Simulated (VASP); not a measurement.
Input of a VASP 6.6.1 run:

File INCAR:

```
SYSTEM = Pd
PREC = Accurate
ENCUT = 520
EDIFF = 1E-7
ISMEAR = 0
SIGMA = 0.1
LREAL = .FALSE.
LASPH = .TRUE.
NELM = 60
ALGO = Normal
ISIF = 2
LWAVE = .FALSE.
LCHARG = .TRUE.
GGA = PE
LELF = .TRUE.
LVHAR = .TRUE.
NBANDS = 11
```

The input KPOINTS:

```
regular mesh
0
G
  18 18 18
  0 0 0
```

The input POSCAR:

```
Pd
1.0
   -1.5964784046      1.5964784046      1.5964784046
    1.5964784046     -1.5964784046      1.5964784046
    1.5964784046      1.5964784046     -1.5964784046
Pd
1
Direct
    0.0000000000      0.0000000000      0.0000000000
```

Potentials or basis: VASP PAW PBE potentials, release 64 (Pd).

Launch:

```sh
$ cat potpaw_PBE.64/Pd/POTCAR > POTCAR
$ mpirun -np 1 vasp_std > vasp.out
```

Q: Predict the pressure.

A: -7.7 GPa.

Q: Estimate the band gap on the k mesh.

A: Zero (band 5 reaches 8.71 eV, above the bottom of band 6 at 7.31 eV).

Caveat: the cell differs from its parent crystal (strained).
